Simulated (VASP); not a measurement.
# Ga2PdS3 (P-4m2) in VASP: a series of runs, part 2 of 2

VASP 6.6.1. The steps go on from the part before.

## 5. Relaxation of cell and atoms, PBE

This run uses another cell than the first one, of 20.70 Å³/atom.

Input file INCAR:

```
  PREC = Accurate
  ENCUT = 600
  EDIFF = 1E-7
  ISMEAR = 0
  SIGMA = 0.1
  LREAL = F
  LASPH = T
  NELM = 60
  ALGO = Normal
  ISIF = 3
  LWAVE = F
  LCHARG = F
  GGA = PE
  IBRION = 2
  NSW = 90
  EDIFFG = -0.04
```

Input file KPOINTS:

```
Automatic mesh
0
Gamma
  4 4 2
```

Input file POSCAR:

```
Ga2PdS3
1.0
    3.8340953100      0.0000000000      0.0000000000
    0.0000000000      3.8340953100      0.0000000000
    0.0000000000      0.0000000000      8.4468719500
Ga Pd S
2 1 3
Direct
    0.0000000000      0.5000000000      0.7315000300
    0.5000000000      0.0000000000      0.2684999700
    0.0000000000      0.0000000000      0.0000000000
    0.0000000000      0.5000000000      0.3835000100
    0.5000000000      0.0000000000      0.6164999900
    0.5000000000      0.5000000000      0.0000000000
```

The run is started by

```sh
$ cat potpaw_PBE.64/Ga_d/POTCAR potpaw_PBE.64/Pd/POTCAR potpaw_PBE.64/S/POTCAR > POTCAR
$ mpirun -np 1 vasp_std > vasp.out
```

Wall time 18 min (1 thread of Intel Xeon 8259CL, shared host); peak memory 0.3 GiB.

Results (log left out):

| Property | Result |
| --- | --- |
| Free energy | -24.5252 eV |
| Relaxed volume | 18.81 Å³/atom |
| Relaxed cell | a = 3.456 Å, b = 3.456 Å, c = 9.450 Å, α = 90.00°, β = 90.00°, γ = 90.00° |
| Space group after relaxing (to 0.1 Å) | P-4m2 (No. 115) |
| Energy gained by relaxing | 316.1 meV/atom |
| Ionic steps | 13 |
| Pressure after relaxing | -0.1 GPa |
| Largest force after relaxing | 0.039 eV/Å |
| Band gap on the k mesh | zero (bands 27 and 28 overlap by 2.73 eV) |

Forces on the atoms (eV/Å):
```
Ga   0.000  0.000 -0.038
Ga   0.000  0.000  0.038
Pd   0.000  0.000  0.000
S    0.000  0.000  0.039
S    0.000  0.000 -0.039
S    0.000  0.000  0.000
```

Stress tensor (GPa, compression positive):
```
-0.06  0.00  0.00
 0.00 -0.06  0.00
 0.00  0.00 -0.14
```

The path:
| step | energy change (eV) | largest force (eV/Å) | pressure (GPa) | volume (Å³) |
| --- | --- | --- | --- | --- |
| 1 | 0.0000 | 1.0910 | -10.97 | 124.17 |
| 2 | -1.2650 | 1.1086 | 1.66 | 100.34 |
| 3 | -1.2657 | 1.0992 | 2.21 | 99.79 |
| 4 | -1.5261 | 0.7269 | 2.97 | 100.13 |
| 5 | -1.7162 | 0.4385 | 6.56 | 100.75 |
| 6 | -1.8462 | 0.3685 | 1.01 | 107.84 |
| 7 | -1.8496 | 0.3211 | -0.19 | 109.82 |
| 8 | -1.8498 | 0.3286 | 0.02 | 109.48 |
| 9 | -1.8656 | 0.2769 | 0.15 | 109.88 |
| 10 | -1.8907 | 0.1294 | 0.74 | 111.03 |
| 11 | -1.8918 | 0.0941 | 0.93 | 111.32 |
| 12 | -1.8946 | 0.0522 | -0.70 | 113.87 |
| 13 | -1.8965 | 0.0394 | -0.09 | 112.86 |

Final structure:
```cif
data_structure
_symmetry_space_group_name_H-M 'P 1'
_symmetry_Int_Tables_number 1
_cell_length_a 3.4558
_cell_length_b 3.4558
_cell_length_c 9.4499
_cell_angle_alpha 90.000
_cell_angle_beta 90.000
_cell_angle_gamma 90.000
_cell_volume 112.86
loop_
_atom_site_label
_atom_site_type_symbol
_atom_site_fract_x
_atom_site_fract_y
_atom_site_fract_z
_atom_site_occupancy
Ga1 Ga 0.00000 0.50000 0.69388 1
Ga2 Ga 0.50000 0.00000 0.30612 1
Pd1 Pd 0.00000 0.00000 0.00000 1
S1 S 0.00000 0.50000 0.35197 1
S2 S 0.50000 0.00000 0.64803 1
S3 S 0.50000 0.50000 0.00000 1
```

Levels at points of the mesh, in eV from the Fermi level:
| k point | band 24 | band 25 | band 26 | band 27 | band 28 | band 29 | band 30 | band 31 |
| --- | --- | --- | --- | --- | --- | --- | --- | --- |
| (0.00, 0.00, 0.00) | -1.75 | -1.67 | -1.67 | -1.62 | -0.87 | 0.00 | 3.26 | 3.90 |
| (0.50, 0.00, 0.00) | -0.99 | -0.90 | 0.03 | 0.84 | 2.02 | 3.15 | 3.95 | 3.99 |
| (0.50, 0.50, 0.00) | -1.85 | -1.58 | -1.54 | -1.20 | -1.20 | -0.87 | 1.85 | 4.06 |
| (0.00, 0.00, 0.50) | -1.82 | -1.62 | -1.62 | -1.42 | -0.70 | -0.08 | 2.63 | 4.88 |
| (0.50, 0.00, 0.50) | -1.00 | -0.98 | 0.18 | 1.53 | 1.59 | 3.15 | 3.69 | 4.04 |
| (0.50, 0.50, 0.50) | -1.82 | -1.67 | -1.54 | -1.06 | -1.06 | -0.87 | 2.04 | 4.05 |

Caveat: the k points lie up to 0.45 Å⁻¹ apart in the final cell, too coarse for converged energies and pressures of a metal.

## 6. Single point, PBE

This run uses another cell than the first one, of 18.59 Å³/atom.

Input file INCAR:

```
SYSTEM = Ga2PdS3
PREC     = Accurate       ! precision mode
ENCUT    = 520            ! plane-wave cutoff, eV
EDIFF    = 1E-6           ! SCF threshold, eV
ISMEAR   = 0              ! smearing method
SIGMA    = 0.1            ! smearing width, eV
LREAL    = .False.        ! projectors in reciprocal space
LASPH    = .True.         ! aspherical terms in the spheres
NELM     = 80             ! most SCF steps
ALGO     = Normal         ! electronic algorithm
ISIF     = 2              ! what is computed and relaxed
LWAVE    = .False.        ! write WAVECAR
LCHARG   = .False.        ! write CHGCAR
GGA      = PE             ! functional
NBANDS   = 36             ! bands
```

Input file KPOINTS:

```
regular mesh
0
Gamma
  12 12 4
  0 0 0
```

Input file POSCAR:

```
Ga2PdS3
1.0
    3.4187486925      0.0000000000      0.0000000000
    0.0000000000      3.4187486925      0.0000000000
    0.0000000000      0.0000000000      9.5413645759
Ga Pd S
2 1 3
Direct
    0.0000000000      0.5000000000      0.7303362818
    0.5000000000      0.0000000000      0.2696637182
    0.0000000000      0.0000000000      0.0000000000
    0.0000000000      0.5000000000      0.3430766324
    0.5000000000      0.0000000000      0.6569233676
    0.5000000000      0.5000000000      0.0000000000
```

Potentials or basis: VASP PAW PBE potentials, release 64 (Ga_d, Pd, S).

The run is started by

```sh
$ cat potpaw_PBE.64/Ga_d/POTCAR potpaw_PBE.64/Pd/POTCAR potpaw_PBE.64/S/POTCAR > POTCAR
$ mpirun -np 1 vasp_std > vasp.out
```

It took 12 min on 1 thread of Intel Xeon 8259CL, shared host; peak memory 0.44 GiB.

The run converged. Its results:

| Item | Value |
| --- | --- |
| Free energy | -24.6081 eV |
| Pressure | 0.0 GPa |
| Largest force | 0.008 eV/Å |
| Band gap on the k mesh | zero (bands 27 and 28 overlap by 2.51 eV) |

Forces in eV/Å, atoms in the order of the input:
```
Ga   0.000  0.000  0.008
Ga   0.000  0.000 -0.008
Pd   0.000  0.000  0.000
S    0.000  0.000  0.004
S    0.000  0.000 -0.004
S    0.000  0.000  0.000
```

Levels at points of the mesh, in eV from the Fermi level:
| k point | band 23 | band 24 | band 25 | band 26 | band 27 | band 28 | band 29 | band 30 | band 31 | band 32 |
| --- | --- | --- | --- | --- | --- | --- | --- | --- | --- | --- |
| (0.00, 0.00, 0.00) | -1.76 | -1.76 | -1.74 | -1.74 | -1.52 | -0.67 | 0.20 | 2.83 | 3.95 | 5.08 |
| (0.50, 0.00, 0.00) | -1.32 | -0.86 | -0.85 | -0.22 | 0.37 | 1.60 | 3.19 | 4.10 | 4.19 | 4.70 |
| (0.50, 0.50, 0.00) | -2.37 | -2.14 | -1.93 | -1.65 | -1.23 | -1.23 | -0.88 | 1.36 | 3.89 | 3.89 |
| (0.00, 0.00, 0.50) | -1.88 | -1.88 | -1.65 | -1.65 | -1.48 | -0.44 | 0.15 | 2.47 | 4.50 | 4.93 |
| (0.50, 0.00, 0.50) | -1.53 | -0.86 | -0.84 | -0.10 | 1.02 | 1.12 | 3.19 | 3.78 | 4.24 | 4.68 |
| (0.50, 0.50, 0.50) | -2.60 | -2.11 | -2.03 | -1.65 | -1.12 | -1.12 | -0.88 | 1.55 | 3.35 | 3.98 |

## 7. Relaxation of cell and atoms, PBE

Input file INCAR:

```
SYSTEM = Ga2PdS3
PREC = Accurate
ENCUT = 600
EDIFF = 1E-6
ISMEAR = 0
SIGMA = 0.1
LREAL = .FALSE.
LASPH = .TRUE.
NELM = 80
ALGO = Normal
ISIF = 3
LWAVE = .FALSE.
LCHARG = .FALSE.
GGA = PE
IBRION = 2
NSW = 90
EDIFFG = -0.04
```

Input file KPOINTS:

```
regular mesh
0
G
  6 6 2
  0 0 0
```

Input file POSCAR:

```
Ga2PdS3
1.0
    3.4853777414      0.0000000000      0.0000000000
    0.0000000000      3.4853777414      0.0000000000
    0.0000000000      0.0000000000      8.9791019265
Ga Pd S
2 1 3
Direct
    0.0000000000      0.5000000000      0.6767449629
    0.5000000000      0.0000000000      0.3232550371
    0.0000000000      0.0000000000      0.0000000000
    0.0000000000      0.5000000000      0.3640813264
    0.5000000000      0.0000000000      0.6359186736
    0.5000000000      0.5000000000      0.0000000000
```

Potentials or basis: VASP PAW PBE potentials, release 64 (Ga_d, Pd, S).

The run is started by

```sh
$ cat potpaw_PBE.64/Ga_d/POTCAR potpaw_PBE.64/Pd/POTCAR potpaw_PBE.64/S/POTCAR > POTCAR
$ mpirun -np 1 vasp_std > vasp.out
```

OUTCAR:

```text
SYSTEM = Ga2PdS3
   PREC = Accurate
   ENCUT = 600
   EDIFF = 1E-6
   ISMEAR = 0
   LREAL = .FALSE.
   LASPH = .TRUE.
   NELM = 80
   ISIF = 3
   GGA = PE
   IBRION = 2
   NSW = 90
   EDIFFG = -0.04

 ion  position               nearest neighbor table
   1  0.000  0.500  0.677-   5 2.49   5 2.49   5 2.49   5 2.49   4 2.81
   2  0.500  0.000  0.323-   4 2.49   4 2.49   4 2.49   4 2.49   5 2.81
   3  0.000  0.000  0.000-   6 2.46   6 2.46   6 2.46   6 2.46
   4  0.000  0.500  0.364-   2 2.49   2 2.49   2 2.49   2 2.49   1 2.81
   5  0.500  0.000  0.636-   1 2.49   1 2.49   1 2.49   1 2.49   2 2.81
   6  0.500  0.500  0.000-   3 2.46   3 2.46   3 2.46   3 2.46

  LATTYP: Found a simple tetragonal cell.
 ALAT       =     3.4853777414
 C/A-ratio  =     2.5762205972

  Lattice vectors:

 A1 = (   3.4853777414,   0.0000000000,   0.0000000000)
 A2 = (   0.0000000000,   3.4853777414,   0.0000000000)
[... 296 lines left out ...]

  energy  without entropy=      -24.4089537445  energy(sigma->0) =      -24.41794481

[... ionic steps 4 to 28 ...]

--------------------------------------- Ionic step       29  -------------------------------------------

 number of electron      53.9999988 magnetization

------------------------ aborting loop because EDIFF is reached ----------------------------------------
[... 75 lines left out ...]
--------------------------------------- Ionic step       31  -------------------------------------------

 number of electron      53.9999986 magnetization

 Free energy of the ion-electron system (eV)
  ---------------------------------------------------
  ext. energy  EPLUGINS =         0.00000000
  ---------------------------------------------------
  free energy    TOTEN  =       -24.58553813 eV

  energy without entropy =      -24.57739748  energy(sigma->0) =      -24.58146781

 E-fermi :   5.5642     XC(G=0): -10.5109

 val. band max:        5.5434813912   @ k =   0.0000   0.0000   0.5000
 cond. band min:       5.5909339416   @ k =   0.0000   0.0000   0.0000
 fundamental gap:      0.0474525504
 Fermi energy:         5.5641653082

 k-point     1 :       0.0000    0.0000    0.0000
  band No.  band energies     occupation
      1      -9.5972      2.00000
      2      -9.5916      2.00000
      3      -9.3775      2.00000
      4      -9.3751      2.00000
      5      -9.3646      2.00000
      6      -9.3646      2.00000
[... 722 lines left out ...]
  FREE ENERGIE OF THE ION-ELECTRON SYSTEM (eV)
  ---------------------------------------------------
  free  energy   TOTEN  =       -24.5855381347 eV

  energy  without entropy=      -24.5773974817  energy(sigma->0) =      -24.58146781

 reached required accuracy - stopping structural energy minimisation
```

OSZICAR:

```text
N       E                     dE             d eps       ncg     rms          rms(c)
DAV:   1     0.527749483830E+03    0.52775E+03   -0.27243E+04  1392   0.261E+03
DAV:   2     0.491915485050E+02   -0.47856E+03   -0.46623E+03  1400   0.666E+02
DAV:   3    -0.214437909225E+02   -0.70635E+02   -0.68953E+02  1536   0.172E+02
DAV:   4    -0.251916559870E+02   -0.37479E+01   -0.37322E+01  1592   0.437E+01
[... 311 lines left out ...]
DAV:   3    -0.245857458294E+02    0.45533E-03   -0.25766E-03  1760   0.480E-01    0.909E-02
DAV:   4    -0.245855780788E+02    0.16775E-03   -0.41298E-04  1616   0.175E-01    0.427E-02
DAV:   5    -0.245855437826E+02    0.34296E-04   -0.85072E-05  1992   0.669E-02    0.201E-02
DAV:   6    -0.245855389161E+02    0.48666E-05   -0.14329E-05  1520   0.317E-02    0.742E-03
DAV:   7    -0.245855381347E+02    0.78135E-06   -0.10007E-06   848   0.102E-02
  31 F= -.24585538E+02 E0= -.24581468E+02  d E =-.380980E-03
```

Wall time 39 min (1 thread of Intel Xeon 8259CL, shared host); peak memory 0.29 GiB.

What came out:

| Quantity | Value |
| --- | --- |
| Free energy | -24.5855 eV |
| Relaxed volume | 18.75 Å³/atom |
| Relaxed cell | a = 3.422 Å, b = 3.422 Å, c = 9.606 Å, α = 90.00°, β = 90.00°, γ = 90.00° |
| Space group after relaxing (to 0.1 Å) | P-4m2 (No. 115) |
| Energy gained by relaxing | 27.6 meV/atom |
| Ionic steps | 31 |
| Pressure after relaxing | 0.0 GPa |
| Largest force after relaxing | 0.033 eV/Å |
| Band gap on the k mesh | zero (bands 27 and 28 overlap by 2.56 eV) |

Forces on the atoms (eV/Å):
```
Ga   0.000  0.000  0.031
Ga   0.000  0.000 -0.031
Pd   0.000  0.000  0.000
S    0.000  0.000  0.033
S    0.000  0.000 -0.033
S    0.000  0.000  0.000
```

Stress tensor (GPa, compression positive):
```
-0.04  0.00  0.00
 0.00 -0.04  0.00
 0.00  0.00  0.13
```

The path:
| step | energy change (eV) | largest force (eV/Å) | pressure (GPa) | volume (Å³) |
| --- | --- | --- | --- | --- |
| 1 | 0.0000 | 0.1968 | -0.50 | 109.08 |
| 2 | -0.0051 | 0.2198 | 0.16 | 108.18 |
| 3 | -0.0071 | 0.2362 | 0.56 | 107.53 |
| 4 | -0.0106 | 0.2349 | 0.52 | 107.46 |
| 5 | -0.0208 | 0.2323 | 0.34 | 107.26 |
| 6 | -0.0388 | 0.2152 | -0.09 | 106.85 |
| 7 | -0.0569 | 0.1122 | -0.64 | 106.03 |
| 8 | -0.0606 | 0.1006 | -0.42 | 105.73 |
| 9 | -0.0664 | 0.1211 | -0.03 | 105.07 |
| 10 | -0.0652 | 0.1892 | 0.92 | 103.75 |
| 11 | -0.0681 | 0.1495 | 0.29 | 104.54 |
| 12 | -0.0750 | 0.1457 | 0.44 | 104.56 |
| 13 | -0.0922 | 0.1377 | 0.93 | 104.59 |
| 14 | -0.1084 | 0.1355 | 2.04 | 104.63 |
| 15 | -0.1168 | 0.1410 | 1.64 | 105.27 |
| 16 | -0.1335 | 0.1697 | 0.57 | 107.15 |
| 17 | -0.1360 | 0.2578 | -1.09 | 110.94 |
| 18 | -0.1398 | 0.2133 | -0.36 | 109.22 |
| 19 | -0.1421 | 0.1956 | -0.33 | 109.30 |
| 20 | -0.1478 | 0.1465 | -0.11 | 109.55 |
| 21 | -0.1542 | 0.0855 | 0.31 | 110.03 |
| 22 | -0.1520 | 0.1053 | 1.32 | 110.97 |
| 23 | -0.1555 | 0.0993 | 0.65 | 110.40 |
| 24 | -0.1583 | 0.0905 | 0.39 | 110.86 |
| 25 | -0.1613 | 0.0758 | -0.01 | 111.62 |
| 26 | -0.1618 | 0.0477 | -0.74 | 113.16 |
| 27 | -0.1624 | 0.0602 | -0.38 | 112.47 |
| 28 | -0.1634 | 0.0566 | -0.28 | 112.44 |
| 29 | -0.1651 | 0.0475 | 0.00 | 112.35 |
| 30 | -0.1654 | 0.0426 | 0.14 | 112.30 |
| 31 | -0.1657 | 0.0332 | 0.02 | 112.52 |

Final structure:
```
Ga Pd S
1.0
     3.42246    0.00000    0.00000
     0.00000    3.42246    0.00000
     0.00000    0.00000    9.60601
Ga Pd S
2 1 3
Direct
  0.00000 0.50000 0.72867
  0.50000 0.00000 0.27133
  0.00000 0.00000 0.00000
  0.00000 0.50000 0.33992
  0.50000 0.00000 0.66008
  0.50000 0.50000 0.00000
```

## 8. The runs side by side

| task | cell | k mesh | cutoff (eV) | gap on the mesh (eV) | pressure (GPa) | relaxed volume (Å³/atom) | largest force (eV/Å) |
| --- | --- | --- | --- | --- | --- | --- | --- |
| single point | a = 3.485, b = 3.485, c = 8.979 Å, 6 atoms, atomic positions A | 4 × 4 × 2 | 520 | none | 0.0 | - | 0.04 |
| single point | a = 3.834, b = 3.834, c = 8.447 Å, 6 atoms, atomic positions B | 4 × 4 × 2 | 520 | none | -11.0 | - | 1.09 |
| single point | a = 3.420, b = 3.420, c = 9.491 Å, 6 atoms, atomic positions C | 6 × 6 × 2 | 520 | none | 0.2 | - | 0.03 |
| relaxation of cell and atoms | relaxed from a = 3.834, b = 3.834, c = 8.447 Å, 6 atoms, atomic positions B | 4 × 4 × 2 | 600 | none | -0.1 | 18.81 | 0.04 |
| single point | a = 3.419, b = 3.419, c = 9.541 Å, 6 atoms, atomic positions D | 12 × 12 × 4 | 520 | none | 0.0 | - | 0.01 |
| relaxation of cell and atoms | relaxed from a = 3.485, b = 3.485, c = 8.979 Å, 6 atoms, atomic positions A | 6 × 6 × 2 | 600 | none | 0.0 | 18.75 | 0.03 |

Alike in all rows: level PBE; potentials or basis VASP PAW PBE potentials, release 64 (Ga_d, Pd, S); no spin polarisation; smearing gaussian 0.1 eV.

Caveats: some runs use coarse meshes; forces of over 1 eV/Å act on the atoms, so gaps and moduli don't describe the material at rest (at least some runs).

Total energies depend on the potentials used, so only differences within one code and one set of settings carry meaning.
